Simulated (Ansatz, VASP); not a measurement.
## Two plane-wave programs on B4AsN3

```xyz
8
Lattice="3.9535 0.0000 0.0000 0.0000 3.9535 0.0000 0.0000 0.0000 3.9535" Properties=species:S:1:pos:R:3 pbc="T T T"
N     1.9768    0.0000    0.0000
N     0.0000    1.9768    0.0000
N     0.0000    0.0000    1.9768
B     0.8973    3.0562    3.0562
B     3.0562    0.8973    3.0562
B     3.0562    3.0562    0.8973
B     0.8973    0.8973    0.8973
As    1.9768    1.9768    1.9768
```

Alike in both runs: task single point; functional PBE; k mesh 6 × 6 × 6; occupations fermi-dirac, width 0.02 eV; non-collinear spin, spin-orbit coupling.

|  | VASP | Ansatz |
| --- | --- | --- |
| version | VASP 6.6.1 | Ansatz 0.2.0 |
| potentials or method | VASP PAW PBE potentials, release 64 (N, B, As_d) | plane waves, PAW |
| plane-wave cutoff (eV) | 700 | 420 |
| valence electrons in the cell | 42 | 42 |

```tsv
	VASP	Ansatz	Ansatz less VASP
pressure (GPa)	2.9	3.2	+0.28
rms of the force components (eV/Å)	0.096	0.108	+0.0120
```
